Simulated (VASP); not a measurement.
# Nb (Cmce) in VASP: single point with r2SCAN

Aim: the single point of Nb with r2SCAN.

Program: VASP 6.6.1. These are calculated values, not measurements. Logs are shortened: lines on timing, memory, paths and dates and some standing lists are left out, and cuts for length are marked.

## Step 1: The cell of the first run

The structure is orthorhombic, space group Cmce (No. 64). The conventional cell has a = 3.314 Å, b = 10.512 Å, c = 4.385 Å, α = 90.00°, β = 90.00°, γ = 90.00°. Within 2.9 Å of Nb (site symmetry m) lie 3 Nb at 2.17 to 2.21 Å.

## Step 2: Single point, r2SCAN

Contents of POSCAR:

```
Nb
1.0
    1.6568912004     -5.2559992761      0.0000000000
    1.6568912004      5.2559992761      0.0000000000
    0.0000000000      0.0000000000      4.3850051104
Nb
4
Direct
    0.0980000000      0.9020000000      0.9100000000
    0.5980000000      0.4020000000      0.5900000000
    0.9020000000      0.0980000000      0.0900000000
    0.4020000000      0.5980000000      0.4100000000
```

Contents of INCAR.step1:

```
SYSTEM = Nb
PREC = Accurate
ENCUT = 520
ISMEAR = 0
SIGMA = 0.1
LREAL = .FALSE.
LASPH = .TRUE.
NELM = 60
NBANDS = 34
GGA = PE
ALGO = Normal
EDIFF = 1E-4
LWAVE = .TRUE.
LCHARG = .FALSE.
```

Contents of INCAR.step2:

```
SYSTEM = Nb
PREC = Accurate
ENCUT = 520
EDIFF = 1E-6
ISMEAR = 0
SIGMA = 0.1
LREAL = .FALSE.
LASPH = .TRUE.
NELM = 60
ALGO = Normal
ISIF = 2
LWAVE = .FALSE.
LCHARG = .FALSE.
METAGGA = R2SCAN
LMIXTAU = .TRUE.
NBANDS = 34
ISTART = 1
```

Contents of KPOINTS:

```
Automatic mesh
0
G
  6 6 4
  0 0 0
```

Potentials or basis: VASP PAW PBE potentials, release 64 (Nb_sv).

Started as:

```console
$ cat potpaw_PBE.64/Nb_sv/POTCAR > POTCAR
$ cp INCAR.step1 INCAR
$ mpirun -np 1 vasp_std > vasp.out
$ cp INCAR.step2 INCAR
$ mpirun -np 1 vasp_std > vasp.out
```

OUTCAR:

```text
SYSTEM = Nb
   PREC = Accurate
   ENCUT = 520
   EDIFF = 1E-6
   ISMEAR = 0
   LREAL = .FALSE.
   LASPH = .TRUE.
   NELM = 60
   ISIF = 2
   METAGGA = R2SCAN
   ISTART = 1

 ion  position               nearest neighbor table
   1  0.098  0.902  0.910-   2 2.17   2 2.17   3 2.21
   2  0.598  0.402  0.590-   1 2.17   1 2.17   4 2.21
   3  0.902  0.098  0.090-   4 2.17   4 2.17   1 2.21
   4  0.402  0.598  0.410-   3 2.17   3 2.17   2 2.21

  LATTYP: Found a base centered orthorhombic cell.
 ALAT       =     3.3137824008
 B/A-ratio  =     3.1722054380
 C/A-ratio  =     1.3232628399

  Lattice vectors:

 A1 = (   1.6568912004,  -5.2559992761,   0.0000000000)
 A2 = (   1.6568912004,   5.2559992761,   0.0000000000)
 A3 = (   0.0000000000,   0.0000000000,   4.3850051104)

Analysis of symmetry for initial positions (statically):
=====================================================================
 Subroutine PRICEL returns:
 Original cell was already a primitive cell.

 Routine SETGRP: Setting up the symmetry group for a
 base centered orthorhombic supercell.

 Subroutine GETGRP returns: Found  8 space group operations
 (whereof  4 operations were pure point group operations)
 out of a pool of  8 trial point group operations.

The static configuration has the point symmetry C_2h.
 The point group associated with its full space group is D_2h.

Analysis of symmetry for dynamics (positions and initial velocities):
=====================================================================
 Subroutine PRICEL returns:
 Original cell was already a primitive cell.

 Routine SETGRP: Setting up the symmetry group for a
 base centered orthorhombic supercell.

 Subroutine GETGRP returns: Found  8 space group operations
 (whereof  4 operations were pure point group operations)
 out of a pool of  8 trial point group operations.

The dynamic configuration has the point symmetry C_2h.
 The point group associated with its full space group is D_2h.

 Subroutine INISYM returns: Found  8 space group operations
 (whereof  4 operations are pure point group operations),
 and found     1 'primitive' translations

----------------------------------------------------------------------------------------

                                     Primitive cell

  volume of cell :      76.3747

  direct lattice vectors                    reciprocal lattice vectors
     1.656891200 -5.255999276  0.000000000     0.301769965 -0.095129389  0.000000000
     1.656891200  5.255999276  0.000000000     0.301769965  0.095129389  0.000000000
     0.000000000  0.000000000  4.385005110     0.000000000  0.000000000  0.228049905

  length of vectors
     5.510972404  5.510972404  4.385005110     0.316409091  0.316409091  0.228049905

  position of ions in fractional coordinates (direct lattice)
     0.098000000  0.902000000  0.910000000
     0.598000000  0.402000000  0.590000000
     0.902000000  0.098000000  0.090000000
     0.402000000  0.598000000  0.410000000

  ion indices of the primitive-cell ions
   primitive index   ion index
                 1           1
                 2           2
                 3           3
                 4           4

----------------------------------------------------------------------------------------

 KPOINTS: Automatic mesh

Automatic generation of k-mesh.
 Grid dimensions read from file:
 generate k-points for:    6    6    4

 Generating k-lattice:

  Cartesian coordinates                     Fractional coordinates (reciprocal lattice)
     0.050294994 -0.015854898  0.000000000     0.166666667  0.000000000  0.000000000
     0.050294994  0.015854898  0.000000000     0.000000000  0.166666667  0.000000000
     0.000000000  0.000000000  0.057012476     0.000000000  0.000000000  0.250000000

  Length of vectors
     0.052734848  0.052734848  0.057012476

  Shift w.r.t. Gamma in fractional coordinates (k-lattice)
     0.000000000  0.000000000  0.000000000

 Subroutine IBZKPT returns following result:
 ===========================================

 Found     39 irreducible k-points:

 Following reciprocal coordinates:
            Coordinates               Weight
  0.000000  0.000000  0.000000      1.000000
  0.166667  0.000000  0.000000      4.000000
  0.333333 -0.000000  0.000000      4.000000
  0.500000 -0.000000  0.000000      2.000000
  0.166667  0.166667  0.000000      2.000000
  0.333333  0.166667  0.000000      4.000000
[... 16 lines left out ...]
  0.333333  0.333333  0.250000      4.000000
  0.500000  0.333333  0.250000      8.000000
 [... further k-points ...]
   k-points           NKPTS =     39   k-points in BZ     NKDIM =     39   number of bands    NBANDS=     34
   number of dos      NEDOS =    301   number of ions     NIONS =      4
   total plane-waves  NPLWV =  63504
   dimension x,y,z NGX =    42 NGY =   42 NGZ =   36
   dimension x,y,z NGXF=    84 NGYF=   84 NGZF=   72
   ions per type =               4
   NGX,Y,Z   is equivalent  to a cutoff of  12.67, 12.67, 13.65 a.u.
   NGXF,Y,Z  is equivalent  to a cutoff of  25.34, 25.34, 27.30 a.u.
 SYSTEM =  Nb
   PREC   = accura    normal or accurate (medium, high low for compatibility)
   ISTART =      1    job   : 0-new  1-cont  2-samecut
   ICHARG =      0    charge: 1-file 2-atom 10-const
   ISPIN  =      1    spin polarized calculation?
   LNONCOLLINEAR =      F non collinear calculations
   LSORBIT =      F    spin-orbit coupling
   LASPH  =      T    aspherical Exc in radial PAW
   ENCUT  =  520.0 eV  38.22 Ry    6.18 a.u.  10.25 10.25  8.15*2*pi/ulx,y,z
   NELM   =     60;   NELMIN=  2; NELMDL=  0     # of ELM steps
   EDIFF  = 0.1E-05   stopping-criterion for ELM
   LREAL  =      F    real-space projection
   EDIFFG = 0.1E-04   stopping-criterion for IOM
   NSW    =      0    number of steps for IOM
   IBRION =     -1    ionic relax: 0-MD 1-quasi-New 2-CG
   NFREE  =      0    steps in history (QN), initial steepest desc. (CG)
   ISIF   =      2    stress and relaxation
   ISYM   =      2    0-nonsym 1-usesym 2-fastsym
   POTIM  = 0.5000    time-step for ionic-motion
   TEBEG  =    0.0;   TEEND  =   0.0 temperature during run
   PSTRESS=    0.0 pullay stress
   NELECT =      52.0000    total number of electrons
   NUPDOWN=      -1.0000    fix difference up-down
   EMIN   =  10.00;   EMAX   =-10.00  energy-range for DOS
   EFERMI =   0.00;   METHOD = LEGACY
   ISMEAR =     0;   SIGMA  =   0.10  broadening in eV -4-tet -1-fermi 0-gaus
   EFERMI_NEDOS =   21; number of points for ismear=-14 and -15
   IALGO  =     38    algorithm
   IMIX   =      4    mixing-type and parameters
     AMIX     =   0.40;   BMIX     =  1.00
     AMIX_MAG =   1.60;   BMIX_MAG =  1.00
  volume/ion in A,a.u.               =      19.09       128.85
  Fermi-wavevector in a.u.,A,eV,Ry     =   1.440211  2.721604 28.221313  2.074208
  Thomas-Fermi vector in A             =   2.558980
   LORBIT       =      0    0 simple, 1 ext, 2 COOP (PROOUT), +10 PAW based schemes
   METAGGA = R2SCAN    functional components
   LHFCALC =     F    Hartree Fock is set to
   AEXX    =    0.0000 exact exchange contribution
   IVDW    =     0    specifies the selected vdW correction
   LEPSILON=     F    determine dielectric tensor
   LRPA    =     F    only Hartree local field effects (RPA)
 non-spin polarized calculation
 Gauss-broadening in eV      SIGMA  =   0.10
  energy-cutoff  :      520.00
  volume of cell :       76.37
 maximum number of plane-waves:      2074
 NGX is ok and might be reduce to    42
   NGX = 21   NGY = 21   NGZ = 17

 number of electron      52.0000000 magnetization

 Free energy of the ion-electron system (eV)
  ---------------------------------------------------
  ext. energy  EPLUGINS =         0.00000000
  ---------------------------------------------------
  free energy    TOTEN  =       -87.52842910 eV

  energy without entropy =      -87.49623944  energy(sigma->0) =      -87.51233427

 E-fermi :  10.7730     XC(G=0): -12.7028

 val. band max:       10.7704179655   @ k =   0.1667   0.1667   0.2500
 cond. band min:      10.7757302737   @ k =   0.1667   0.0000   0.0000
 fundamental gap:      0.0053123082
 Fermi energy:        10.7730063802

 k-point     1 :       0.0000    0.0000    0.0000
  band No.  band energies     occupation
      1     -46.8690      2.00000
      2     -46.1668      2.00000
      3     -45.2022      2.00000
      4     -44.4243      2.00000
      5     -23.7026      2.00000
      6     -23.4460      2.00000
[... 26 lines left out ...]
     33      13.8110      0.00000
     34      16.0945      0.00000

 k-point     2 :       0.1667    0.0000    0.0000
  band No.  band energies     occupation
      1     -46.7604      2.00000
      2     -46.0554      2.00000
      3     -45.3160      2.00000
      4     -44.5461      2.00000
      5     -23.6683      2.00000
      6     -23.5820      2.00000
[... 26 lines left out ...]
     33      14.5323      0.00000
     34      15.5973      0.00000

 k-point     3 :       0.3333   -0.0000    0.0000
  band No.  band energies     occupation
      1     -46.4609      2.00000
      2     -45.7472      2.00000
      3     -45.6260      2.00000
      4     -44.8754      2.00000
      5     -23.7404      2.00000
      6     -23.6372      2.00000
[... 26 lines left out ...]
     33      15.0197      0.00000
     34      15.4670      0.00000

 k-point     4 :       0.5000   -0.0000    0.0000
  band No.  band energies     occupation
      1     -46.0462      2.00000
      2     -46.0462      2.00000
      3     -45.3166      2.00000
      4     -45.3166      2.00000
      5     -23.7130      2.00000
      6     -23.7130      2.00000
[... 26 lines left out ...]
     33      15.3743      0.00000
     34      15.4473      0.00000

 k-point     5 :       0.1667    0.1667    0.0000
  band No.  band energies     occupation
      1     -46.4619      2.00000
      2     -45.7460      2.00000
      3     -45.6260      2.00000
      4     -44.8754      2.00000
      5     -23.7385      2.00000
      6     -23.6415      2.00000
[... 621 lines left out ...]
 k-point    22 :      -0.1667    0.1667    0.2500
  band No.  band energies     occupation
      1     -46.7908      2.00000
      2     -46.3170      2.00000
      3     -45.0435      2.00000
      4     -44.5150      2.00000
      5     -23.5332      2.00000
      6     -23.3806      2.00000
[... 26 lines left out ...]
     33      14.4495      0.00000
     34      15.5599      0.00000

 k-point    23 :       0.3333    0.3333    0.2500
  band No.  band energies     occupation
      1     -46.3988      2.00000
      2     -45.9875      2.00000
      3     -45.3827      2.00000
      4     -44.9406      2.00000
      5     -23.7387      2.00000
      6     -23.5870      2.00000
[... 26 lines left out ...]
     33      14.2566      0.00000
     34      14.8057      0.00000

 k-point    24 :       0.5000    0.3333    0.2500
  band No.  band energies     occupation
      1     -46.6830      2.00000
      2     -46.2193      2.00000
      3     -45.1466      2.00000
      4     -44.6323      2.00000
      5     -23.5548      2.00000
      6     -23.5326      2.00000
[... 26 lines left out ...]
     33      14.9445      0.00000
     34      15.1860      0.00000

 [... further k-points ...]
[... 5 lines left out ...]
  --------------------------------------------------------------------------------------
  -------------------------------------------------------------------------------------
  Total       20.5338010     16.0944144     19.8920501      0.0000000      0.0000000      0.0000000
  in kB      430.7552139    337.6263816    417.2926541      0.0000000      0.0000000      0.0000000
  external PRESSURE =     395.2247499 kB  Pullay stress =       0.0000000 kB

 VOLUME and BASIS-vectors are now :
 -----------------------------------------------------------------------------
  energy-cutoff  :      520.00
  volume of cell :       76.37
      direct lattice vectors                 reciprocal lattice vectors
     1.656891200 -5.255999276  0.000000000     0.301769965 -0.095129389  0.000000000
     1.656891200  5.255999276  0.000000000     0.301769965  0.095129389  0.000000000
     0.000000000  0.000000000  4.385005110     0.000000000  0.000000000  0.228049905

 POSITION                                       TOTAL-FORCE (eV/Angst)
 -----------------------------------------------------------------------------------
      1.65689      4.22582      3.99035         0.000000     -5.843449      5.838710
      1.65689     -1.03018      2.58715         0.000000     -5.843449     -5.838710
      1.65689     -4.22582      0.39465         0.000000      5.843449     -5.838710
      1.65689      1.03018      1.79785         0.000000      5.843449      5.838710
 -----------------------------------------------------------------------------------
    total drift:                               -0.000000     -0.000000      0.000000

  FREE ENERGIE OF THE ION-ELECTRON SYSTEM (eV)
  ---------------------------------------------------
  free  energy   TOTEN  =       -87.5284290958 eV

  energy  without entropy=      -87.4962394433  energy(sigma->0) =      -87.51233427
```

Run time: 7.9 min. Hardware: 1 thread of AMD EPYC 9R14 (Zen 4), shared host; peak memory 0.25 GiB.

What came out:

```
Free energy            : -87.5284 eV
Pressure               : 39.5 GPa
Largest force          : 8.261 eV/Å
Band gap on the k mesh : zero (band 26 reaches 11.17 eV, above the bottom of band 27 at 9.68 eV)
```

Forces on the atoms (eV/Å):
```
Nb   0.000 -5.843  5.839
Nb   0.000 -5.843 -5.839
Nb   0.000  5.843 -5.839
Nb   0.000  5.843  5.839
```

Levels at points of the mesh, in eV from the Fermi level:
```
           k point  band 23  band 24  band 25  band 26  band 27  band 28  band 29  band 30
(0.00, 0.00, 0.00)    -2.81    -1.43    -1.04     0.40     0.43     1.11     1.86     2.01
(0.50, 0.00, 0.00)    -0.69    -0.69    -0.05    -0.05     0.69     0.69     1.54     1.54
(0.50, 0.50, 0.00)    -2.72    -2.49    -1.33     0.21     0.75     0.83     0.99     1.09
(0.00, 0.00, 0.50)    -2.08    -2.08    -1.34    -1.34    -1.09    -1.09    -0.01    -0.01
(0.50, 0.00, 0.50)    -0.99    -0.99     0.03     0.03     0.20     0.20     1.48     1.48
(0.50, 0.50, 0.50)    -2.20    -2.20    -1.33    -1.33    -1.03    -1.03     0.77     0.77
```

Caveat: the PAW data sets were made with another functional, which shifts forces and pressure a little.
